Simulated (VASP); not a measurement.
A run of VASP 6.6.1 is set up as follows.

Contents of INCAR:

```
PREC = Accurate
ENCUT = 520
EDIFF = 1E-6
ISMEAR = 0
SIGMA = 0.15
LREAL = F
LASPH = T
NELM = 100
ALGO = Normal
ISIF = 2
LWAVE = F
LCHARG = F
GGA = PS
NBANDS = 28
```

File KPOINTS:

```
Automatic mesh
0
Gamma
  14 14 12
```

Contents of POSCAR:

```
SnO
1.0
    3.9091545137      0.0000000000      0.0000000000
    0.0000000000      3.9091545137      0.0000000000
    0.0000000000      0.0000000000      4.5745127643
Sn O
2 2
Direct
    0.0000000000      0.5000000000      0.2385000000
    0.5000000000      0.0000000000      0.7615000000
    0.0000000000      0.0000000000      0.0000000000
    0.5000000000      0.5000000000      0.0000000000
```

Potentials or basis: VASP PAW PBE potentials, release 64 (Sn_d, O).

Launch:

```sh
$ cat potpaw_PBE.64/Sn_d/POTCAR potpaw_PBE.64/O/POTCAR > POTCAR
$ mpirun -np 1 vasp_std > vasp.out
```

What does it give for the pressure?

-1.2 GPa.

Predict the largest force.

0.416 eV/Å.

What does it give for the band gap on the k mesh?

0.35 eV (least direct gap 1.75 eV).

Stress tensor (GPa, compression positive):
```
-2.84  0.00  0.00
 0.00 -2.84  0.00
 0.00  0.00  2.19
```

Caveat: the stress differs along the axes, from -3 to 2 GPa; semilocal functionals underestimate gaps, and a narrow one can read as zero; the PAW data sets were made with another functional, which shifts forces and pressure a little; spin-orbit coupling is left out, which moves the levels of the heavy elements. A k mesh can miss the band edges.
